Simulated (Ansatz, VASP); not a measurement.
Two plane-wave programs on Hf3Br

```
CELL_PARAMETERS angstrom
3.29776 0.00000 0.00000
0.00000 3.29776 0.00000
0.00000 0.00000 9.29928
ATOMIC_POSITIONS crystal
Hf 0.50000 0.50000 0.78254
Hf 0.50000 0.50000 0.21746
Hf 0.00000 0.00000 0.00000
Br 0.50000 0.50000 0.50000
```

Alike in both runs: task relaxation of cell and atoms; functional PBE; k mesh 6 × 6 × 2; occupations gaussian, width 0.1 eV; no spin polarisation.

|  | VASP | Ansatz |
| --- | --- | --- |
| version | VASP 6.6.1 | Ansatz 0.2.0 |
| potentials or method | VASP PAW PBE potentials, release 64 (Hf_pv, Br), cutoff 600 eV | scalar-relativistic, plane waves, PAW |
| valence electrons in the cell | 37 | 85 |

VASP gave:

* gap on the k mesh at the Fermi level, each at its own relaxed structure (eV): none
* relaxed volume (Å³/atom): 25.07
* relaxed cell length with the largest relative difference (Å): 3.283

Q: What did Ansatz give for the same quantities?

A: gap on the k mesh at the Fermi level, each at its own relaxed structure (eV): none; relaxed volume (Å³/atom): 25.17; relaxed cell length with the largest relative difference (Å): 3.288.

A gap of «none» marks a metal or a gap that the smearing closes. VASP's potentials hold 37 valence electrons a cell and Ansatz's 85, so a difference there can come from the potentials and not from the codes.

Neither program's run includes spin-orbit coupling.
